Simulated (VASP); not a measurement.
Write the native input for VASP 6.6.1 that does the following.

- Task: relaxation of cell and atoms
- Functional: PBE
- Potentials or basis: VASP PAW PBE potentials, release 64 (Sc_sv, B, P)
- Cutoff: 600 eV
- k mesh: 12 × 12 × 12
- Occupations: gaussian, width 0.1 eV
- Spin: no spin polarisation
- Dipole correction: no
- Further INCAR settings: ALGO = Fast; EDIFF = 1e-07; IBRION = 2; EDIFFG = -0.01; NSW = 100; ISIF = 3

The structure of Sc2BP3 lies in POSCAR:

```
Sc2BP3
1.0
    2.6822575000      1.5486020897      3.5131513930
   -2.6822575000      1.5486020897      3.5131513930
    0.0000000000     -3.0972041793      3.5131513930
Sc B P
2 1 3
Direct
    0.1358987938      0.1358987938      0.1358987938
    0.8641012062      0.8641012062      0.8641012062
    0.5000000000      0.5000000000      0.5000000000
    0.0000000000      0.5000000000      0.5000000000
    0.5000000000      0.0000000000      0.5000000000
    0.5000000000      0.5000000000      0.0000000000
```

The cell was generated, and may not be a known phase.

The input as run:

INCAR

```
ALGO     = Fast           # electronic algorithm
EDIFF    = 1E-7           # SCF threshold, eV
EDIFFG   = -0.01          # ionic threshold
ENCUT    = 600            # plane-wave cutoff, eV
GGA      = PE             # functional
IBRION   = 2              # ionic algorithm
ISIF     = 3              # what is computed and relaxed
ISMEAR   = 0              # smearing method
LASPH    = True           # aspherical terms in the spheres
LCHARG   = False          # write CHGCAR
LREAL    = False          # projectors in reciprocal space
LWAVE    = False          # write WAVECAR
NELM     = 100            # most SCF steps
NSW      = 100            # ionic steps
PREC     = Accurate       # precision mode
SIGMA    = 0.1            # smearing width, eV
```

KPOINTS

```
k-points
0
Gamma
  12 12 12
```

Potentials or basis: VASP PAW PBE potentials, release 64 (Sc_sv, B, P).

Launch:

```console
$ cat potpaw_PBE.64/Sc_sv/POTCAR potpaw_PBE.64/B/POTCAR potpaw_PBE.64/P/POTCAR > POTCAR
$ mpirun -np 1 vasp_std > vasp.out
```

It gave:

The relaxed volume is 14.66 Å³/atom, the relaxed cell is a = 4.688 Å, b = 4.688 Å, c = 4.688 Å, α = 69.98°, β = 69.98°, γ = 69.98° and the space group after relaxing (to 0.1 Å) is R-3m (No. 166). The energy gained by relaxing is 0.1 meV/atom and the ionic steps are 5. The pressure after relaxing is 0.0 GPa and the largest force after relaxing is 0.004 eV/Å. The band gap on the k mesh is zero (bands 20 and 21 overlap by 1.17 eV).

Wall time 48 min on 1 thread of Oxide Virtual Turin-like Processor (shared host), peak memory 0.58 GiB.
